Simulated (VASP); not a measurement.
Here is a VASP 6.6.1 calculation.

The input POSCAR:

```
Al3GaN4
1.0
    5.0380821985      0.0000000000      0.0000609633
    0.0000000000      3.1249488273      0.0000000000
   -0.0032907418      0.0000000000      5.4103929818
Al Ga N
3 1 4
Direct
    0.5002216625      0.5000000000      0.1672550745
    0.0006683705      0.5000000000      0.8349019374
    0.0010043255      0.0000000000      0.3316444641
    0.5363371846     -0.0593979423      0.6662040489
    0.1107069781      0.0000000000      0.6663170124
    0.1226755900      0.5000000000      0.1671322918
    0.6254135993      0.5000000000      0.8406810063
    0.6234137866      0.0000000000      0.3258647496
```

Contents of INCAR.step1:

```
PREC     = Accurate       # precision mode
ENCUT    = 520            # plane-wave cutoff, eV
ISMEAR   = 0              # smearing method
SIGMA    = 0.05           # smearing width, eV
LREAL    = F              # projectors in reciprocal space
LASPH    = T              # aspherical terms in the spheres
NELM     = 100            # most SCF steps
NBANDS   = 31             # bands
GGA      = PE             # functional
ALGO     = Normal         # electronic algorithm
EDIFF    = 1E-4           # SCF threshold, eV
LWAVE    = T              # write WAVECAR
LCHARG   = F              # write CHGCAR
```

The input INCAR.step2:

```
PREC     = Accurate       # precision mode
ENCUT    = 520            # plane-wave cutoff, eV
EDIFF    = 1E-6           # SCF threshold, eV
ISMEAR   = 0              # smearing method
SIGMA    = 0.05           # smearing width, eV
LREAL    = F              # projectors in reciprocal space
LASPH    = T              # aspherical terms in the spheres
NELM     = 100            # most SCF steps
ALGO     = Normal         # electronic algorithm
ISIF     = 2              # what is computed and relaxed
LWAVE    = F              # write WAVECAR
LCHARG   = F              # write CHGCAR
METAGGA  = R2SCAN         # meta-GGA
LMIXTAU  = T            
NBANDS   = 31             # bands
ISTART   = 1
```

KPOINTS

```
Automatic mesh
0
Gamma
  6 8 4
```

Potentials or basis: VASP PAW PBE potentials, release 64 (Al, Ga_d, N).

The run is started by

```bash
$ cat potpaw_PBE.64/Al/POTCAR potpaw_PBE.64/Ga_d/POTCAR potpaw_PBE.64/N/POTCAR > POTCAR
$ cp INCAR.step1 INCAR
$ mpirun -np 1 vasp_std > vasp.out
$ cp INCAR.step2 INCAR
$ mpirun -np 1 vasp_std > vasp.out
```

Estimate the pressure.

2.5 GPa.

Estimate the band gap on the k mesh.

3.98 eV.

Estimate the largest force.

5.116 eV/Å.

Forces in eV/Å, atoms in the order of the input:
```
Al  -0.337 -0.122  0.047
Al   0.963 -0.158 -0.078
Al   0.601  0.031  0.109
Ga  -2.866  4.004 -1.387
N    0.267 -0.237  0.017
N   -0.009 -0.003 -0.032
N    1.100 -3.396  1.762
N    0.282 -0.118 -0.437
```

Caveat: the cell differs from its parent crystal (all Ga atoms moved +0.263 Å, as atom 4 along Cartesian [1 -1 0]); the stress differs along the axes, from -1 to 5 GPa; the PAW data sets were made with another functional, which shifts forces and pressure a little. A k mesh can miss the band edges.
